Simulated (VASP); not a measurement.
Here is a VASP 6.6.1 calculation.

The input INCAR:

```
PREC = Accurate
ENCUT = 520
EDIFF = 1E-7
ISMEAR = 0
SIGMA = 0.02
LREAL = F
LASPH = T
NELM = 60
ALGO = Normal
ISIF = 2
LWAVE = F
LCHARG = F
GGA = PE
NBANDS = 18
```

The input KPOINTS:

```
regular mesh
0
Gamma
  8 8 8
```

POSCAR

```
HfO2
1.0
    0.0000000000      2.5488057790      2.5488057790
    2.5488057790      0.0000000000      2.5488057790
    2.5488057790      2.5488057790      0.0000000000
Hf O
1 2
Direct
    0.0000000000      0.0000000000      0.0000000000
    0.2500000000      0.2500000000      0.2500000000
    0.7500000000      0.7500000000      0.7500000000
```

Potentials or basis: VASP PAW PBE potentials, release 64 (Hf_pv, O).

Command:

```sh
$ cat potpaw_PBE.64/Hf_pv/POTCAR potpaw_PBE.64/O/POTCAR > POTCAR
$ mpirun -np 1 vasp_std > vasp.out
```

Problem. What does it give for the pressure?

Solution. -3.6 GPa.

Problem. Estimate the band gap on the k mesh.

Solution. 3.76 eV.

Caveat: the cell stands under tension; spin-orbit coupling is left out, which moves the levels of the heavy elements. A k mesh can miss the band edges.
